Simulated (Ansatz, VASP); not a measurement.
# Two plane-wave programs on TiGe6Mo2

Contents of INCAR:

```
PREC = Accurate
ENCUT = 520
EDIFF = 1E-7
ISMEAR = 0
SIGMA = 0.1
LREAL = F
LASPH = T
NELM = 80
ALGO = Normal
ISIF = 2
LWAVE = F
LCHARG = F
GGA = PE
NBANDS = 72
```

File KPOINTS:

```
Automatic mesh
0
Gamma
  6 6 6
```

Contents of POSCAR:

```
TiGe6Mo2
1.0
   -1.7767414700      1.7767414700     13.1423811300
    1.7767414700     -1.7767414700     13.1423811300
    1.7767414700      1.7767414700    -13.1423811300
Ti Ge Mo
1 6 2
Direct
    0.5000000000      0.5000000000      0.0000000000
    0.0538914200      0.0538914200      0.0000000000
    0.7205580900      0.7205580900      0.0000000000
    0.3872247500      0.3872247500      0.0000000000
    0.9461085800      0.9461085800      0.0000000000
    0.6127752500      0.6127752500      0.0000000000
    0.2794419100      0.2794419100      0.0000000000
    0.8333333300      0.8333333300      0.0000000000
    0.1666666700      0.1666666700      0.0000000000
```

Input for Ansatz:

```yaml
crystal:
  lattice:
    - [-1.77674147, 1.77674147, 13.14238113]
    - [1.77674147, -1.77674147, 13.14238113]
    - [1.77674147, 1.77674147, -13.14238113]
  atoms:
    - { symbol: Ti, position: [0.5, 0.5, 0.0] }
    - { symbol: Ge, position: [0.05389142, 0.05389142, 0.0] }
    - { symbol: Ge, position: [0.72055809, 0.72055809, 0.0] }
    - { symbol: Ge, position: [0.38722475, 0.38722475, 0.0] }
    - { symbol: Ge, position: [0.94610858, 0.94610858, 0.0] }
    - { symbol: Ge, position: [0.61277525, 0.61277525, 0.0] }
    - { symbol: Ge, position: [0.27944191, 0.27944191, 0.0] }
    - { symbol: Mo, position: [0.83333333, 0.83333333, 0.0] }
    - { symbol: Mo, position: [0.16666667, 0.16666667, 0.0] }
basis:
  ecutwfc: 420
kpoints:
  mp_grid: { grid: [6, 6, 6] }
hamiltonian:
  xc: pbe
scf:
  occupations: { method: gaussian, width: 0.1 }
  lower_state_search: "off"
output:
  forces: true
  stress: true
  eigenvalues: true
```

Alike in both runs: task single point; functional PBE; k mesh 6 × 6 × 6; occupations gaussian, width 0.1 eV; no spin polarisation.

```csv
,VASP,Ansatz
version,VASP 6.6.1,Ansatz 0.2.0
potentials or method,"VASP PAW PBE potentials, release 64 (Ti_sv, Ge_d, Mo_sv), cutoff 520 eV","scalar-relativistic, plane waves, PAW"
valence electrons in the cell,124,124
```

```csv
,VASP,Ansatz,Ansatz less VASP
gap on the k mesh at the Fermi level (eV),none,none,-
pressure (GPa),-16.1,-16.1,-0.09
"traceless stress, the component that is largest in VASP (GPa)",1.26,1.25,-0.012
rms of the force components (eV/Å),0.188,0.189,+0.0014
```

Atom by atom the forces differ by 0.002 eV/Å (rms over components). A gap of «none» marks a metal or a gap that the smearing closes. The functional is the same, so the differences come from potentials, cutoffs and numerics.

The k mesh is coarse, so the values compare programs but aren't converged.
